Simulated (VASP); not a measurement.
Crystal: SrCd.

```
Sr Cd
1.0
     4.00000    0.00000    0.00000
     0.00000    4.00000    0.00000
     0.00000    0.00000    4.00000
Sr Cd
1 1
Direct
  0.00000 0.00000 0.00000
  0.50000 0.50000 0.50000
```

| Quantity | Value |
| --- | --- |
| Program | VASP 6.6.1 |
| Task | relaxation of cell and atoms |
| Functional | r2SCAN |
| Potentials or basis | VASP PAW PBE potentials, release 64 (Sr_sv, Cd) |
| Cutoff | 600 eV |
| k mesh | 7 × 7 × 7 |
| Occupations | fermi-dirac, width 0.05 eV |
| Spin | no spin polarisation |

At the start: pressure 1.2 GPa; volume 32.00 Å³/atom.

Q: How do energy, volume and symmetry change on relaxing?

A: Over 3 steps the energy falls by 4.5 meV/atom and the volume is 33.29 Å³/atom (+4.0 %); space group Pm-3m (No. 221, to 0.1 Å) before and after.

Step by step:
| step | energy change (eV) | largest force (eV/Å) | pressure (GPa) | volume (Å³) |
| --- | --- | --- | --- | --- |
| 1 | 0.0000 | 0.0000 | 1.16 | 64.00 |
| 2 | -0.0087 | 0.0000 | 0.16 | 66.17 |
| 3 | -0.0089 | 0.0000 | 0.00 | 66.58 |

Final structure:
```
CELL_PARAMETERS angstrom
4.05297 0.00000 0.00000
0.00000 4.05297 0.00000
0.00000 0.00000 4.05297
ATOMIC_POSITIONS crystal
Sr 0.00000 0.00000 0.00000
Cd 0.50000 0.50000 0.50000
```

Caveat: the PAW data sets were made with another functional, which shifts forces and pressure a little.
